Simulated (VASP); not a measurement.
Crystal: Fe.

```xyz
1
Lattice="-1.4430 1.4430 1.4430 1.4430 -1.4430 1.4430 1.4430 1.4430 -1.4430" Properties=species:S:1:pos:R:3 pbc="T T T"
Fe    0.0000    0.0000    0.0000
```

- Program: VASP 6.6.1
- Task: relaxation of cell and atoms
- Functional: revPBE
- Dispersion: D3(BJ)
- Potentials or basis: VASP PAW PBE potentials, release 64 (Fe)
- Cutoff: 600 eV
- k mesh: 13 × 13 × 13
- Occupations: fermi-dirac, width 0.05 eV
- Spin: collinear spin, ferromagnetic start
- Starting moments: [3.0] μB

At the start: pressure -13.7 GPa; volume 12.02 Å³/atom.

**Question.** Where does the relaxation end?

**Answer.** Over 3 steps the energy falls by 52.8 meV/atom and the volume is 10.96 Å³/atom (-8.8 %); space group Im-3m (No. 229, to 0.05 Å); moment 2.10 μB per cell.

The path:
```csv
step,energy change (eV),largest force (eV/Å),pressure (GPa),volume (Å³)
1,0.0000,0.0000,-13.67,12.02
2,-0.0248,0.0000,14.84,10.32
3,-0.0528,0.0000,0.09,10.96
```

Final structure:
```xyz
1
Lattice="-1.3993 1.3993 1.3993 1.3993 -1.3993 1.3993 1.3993 1.3993 -1.3993" Properties=species:S:1:pos:R:3 pbc="T T T"
Fe    0.0000    0.0000    0.0000
```

Caveat: the PAW data sets were made with another functional, which shifts forces and pressure a little; pairwise dispersion overbinds metals, which lowers pressure and volume.
